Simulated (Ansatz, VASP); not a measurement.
# SrAl2Te3: VASP beside Ansatz

```
Sr Al Te
1.0
     7.40320    0.00000    0.00000
    -3.70160    6.41136    0.00000
     0.00000    0.00000    3.87211
Sr Al Te
1 2 3
Direct
  0.00000 0.00000 0.00000
  0.33333 0.66667 0.00000
  0.66667 0.33333 0.00000
  0.50000 0.00000 0.50000
  0.50000 0.50000 0.50000
  0.00000 0.50000 0.50000
```

Alike in both runs: functional PBE; k mesh 3 × 3 × 4; occupations gaussian, width 0.1 eV; no spin polarisation.

Ansatz relaxed the structure, and its values are those at the end. VASP's run is a single point on that final structure, the one shown.

```csv
,VASP,Ansatz
version,VASP 6.6.1,Ansatz 0.2.0
potentials or method,"VASP PAW PBE potentials, release 64 (Sr_sv, Al, Te), cutoff 520 eV","scalar-relativistic, plane waves, PAW"
valence electrons in the cell,34,64
```

```csv
,VASP,Ansatz,Ansatz less VASP
gap on the k mesh at the Fermi level (eV),none,none,-
pressure (GPa),0.3,0.2,-0.04
```

A gap of «none» marks a metal or a gap that the smearing closes. The functional is the same, so the differences come from potentials, cutoffs and numerics. VASP's potentials hold 34 valence electrons a cell and Ansatz's 64, so a difference there can come from the potentials and not from the codes.

The k mesh is coarse, so the values compare programs but aren't converged. Spin-orbit coupling is off throughout.
